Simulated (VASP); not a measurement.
Write the native input for VASP 6.6.1 that does the following.

| Property | Result |
| --- | --- |
| Task | single point |
| Functional | PBE |
| Dispersion | D3(BJ) |
| Potentials or basis | VASP PAW PBE potentials, release 64 (La, S, C, O) |
| Cutoff | 520 eV |
| k mesh | 2 × 2 × 1 |
| Occupations | gaussian, width 0.05 eV |
| Spin | no spin polarisation |
| Dipole correction | no |
| Further INCAR settings | LREAL = Auto; ALGO = Normal; EDIFF = 1e-06; NBANDS = 91 |

The structure of La8CS8O2 lies in POSCAR:

```
La8CS8O2
1.0
    8.1854680000      0.0000000000      0.0000000000
    4.0927340000      7.0888230000      0.0000000000
    0.0000000000      0.0000000000     18.0125550000
La S C O
8 8 1 2
Direct
    0.0000000000      0.0000000000      0.0555168326
   -0.0000000353      0.5000000705      0.0555168326
    0.5000000000      0.0000000000      0.0555168326
    0.4999999647      0.5000000705      0.0555168326
    0.6600022277      0.6691096674      0.2494250816
    0.6680067995      0.1649334452      0.2535782403
    0.1699006705      0.6711661442      0.2506977494
    0.1582478054      0.1874164442      0.2782575820
    0.3289550253      0.8422172482      0.1490964497
    0.3296110664      0.3325828561      0.1511247571
    0.8337975111      0.8333483570      0.1493378924
    0.8387271615      0.3312606338      0.1508468954
   -0.0193733827      0.5351389081      0.3466204545
    0.9957500337      0.9931043560      0.3312726040
    0.5006446058      0.4999632520      0.3282937373
    0.5156691200     -0.0110757456      0.3302197828
    0.3515808604      0.3967037969      0.4919588032
    0.1104452023      0.3433952294      0.3949449703
    0.4747473096      0.2510485873      0.5056540841
```

One way to write it, as run:

INCAR

```
ALGO = Normal
EDIFF = 1E-6
ENCUT = 520
GGA = PE
ISIF = 2
ISMEAR = 0
IVDW = 12
LASPH = T
LCHARG = F
LREAL = Auto
LWAVE = F
NBANDS = 91
NELM = 80
PREC = Accurate
SIGMA = 0.05
```

KPOINTS

```
k-points
0
Gamma
  2 2 1
```

Potentials or basis: VASP PAW PBE potentials, release 64 (La, S, C, O).

Run with:

```sh
$ cat potpaw_PBE.64/La/POTCAR potpaw_PBE.64/S/POTCAR potpaw_PBE.64/C/POTCAR potpaw_PBE.64/O/POTCAR > POTCAR
$ mpirun -np 1 vasp_std > vasp.out
```

Results of the run:

```
Largest force              : 1.237 eV/Å
Band gap on the k mesh     : 0.04 eV
Dispersion energy per atom : -0.233 eV
```

Caveat: the k points lie up to 0.44 Å⁻¹ apart; there is no dipole correction, which matters where the two faces differ; semilocal functionals underestimate gaps, and a narrow one can read as zero; spin-orbit coupling is left out, which moves the levels of the heavy elements.

It took 19 min on 1 thread of Intel(R) Xeon(R) Platinum 8559C (Emerald Rapids) (shared host), peak memory 1.1 GiB.
